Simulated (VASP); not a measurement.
Input of a VASP 6.6.1 run:

The input INCAR:

```
SYSTEM = ZnCd5O6
PREC     = Accurate       ! precision mode
ENCUT    = 700            ! plane-wave cutoff, eV
EDIFF    = 1E-6           ! SCF threshold, eV
ISMEAR   = 0              ! smearing method
SIGMA    = 0.2            ! smearing width, eV
LREAL    = .False.        ! projectors in reciprocal space
LASPH    = .True.         ! aspherical terms in the spheres
NELM     = 120            ! most SCF steps
ALGO     = Normal         ! electronic algorithm
ISIF     = 2              ! what is computed and relaxed
LWAVE    = .False.        ! write WAVECAR
LCHARG   = .True.         ! write CHGCAR
GGA      = PE             ! functional
LELF     = .True.         ! ELF
LVHAR    = .True.       
NBANDS   = 86             ! bands
GGA_COMPAT= .False.
```

File KPOINTS:

```
Automatic mesh
0
Gamma
  6 6 2
  0 0 0
```

File POSCAR:

```
ZnCd5O6
1.0
    3.3033770000      0.0000000000      0.0000000000
    0.0000000000      4.7238379000      0.0000000000
    0.0000000000      0.0000000000     10.0008399000
Zn Cd O
1 5 6
Direct
    0.0000000000      0.0000000000      0.5000000000
    0.0000000000      0.0000000000      0.8271960000
    0.5000000000      0.5000000000      0.0000000000
    0.0000000000      0.0000000000      0.1728040000
    0.5000000000      0.5000000000      0.3390380000
    0.5000000000      0.5000000000      0.6609620000
    0.0000000000      0.5000000000      0.8313370000
    0.5000000000      0.0000000000      0.0000000000
    0.0000000000      0.5000000000      0.1686630000
    0.5000000000      0.0000000000      0.3521460000
    0.0000000000      0.5000000000      0.5000000000
    0.5000000000      0.0000000000      0.6478540000
```

Potentials or basis: VASP PAW PBE potentials, release 64 (Zn, Cd_sv_GW, O).

The run is started by

```bash
$ cat potpaw_PBE.64/Zn/POTCAR potpaw_PBE.64/Cd_sv_GW/POTCAR potpaw_PBE.64/O/POTCAR > POTCAR
$ mpirun -np 1 vasp_std > vasp.out
```

Problem. What does it give for the largest force?

Solution. 0.020 eV/Å.

Problem. Predict the band gap on the k mesh.

Solution. Zero (bands 74 and 75 overlap by 0.27 eV).

Forces in eV/Å, atoms in the order of the input:
```
Zn   0.000  0.000  0.000
Cd   0.000  0.000  0.005
Cd   0.000  0.000  0.000
Cd   0.000  0.000 -0.005
Cd   0.000  0.000 -0.009
Cd   0.000  0.000  0.009
O    0.000  0.000 -0.007
O    0.000  0.000  0.000
O    0.000  0.000  0.007
O    0.000  0.000 -0.020
O    0.000  0.000  0.000
O    0.000  0.000  0.020
```

Caveat: semilocal functionals underestimate gaps, and a narrow one can read as zero.
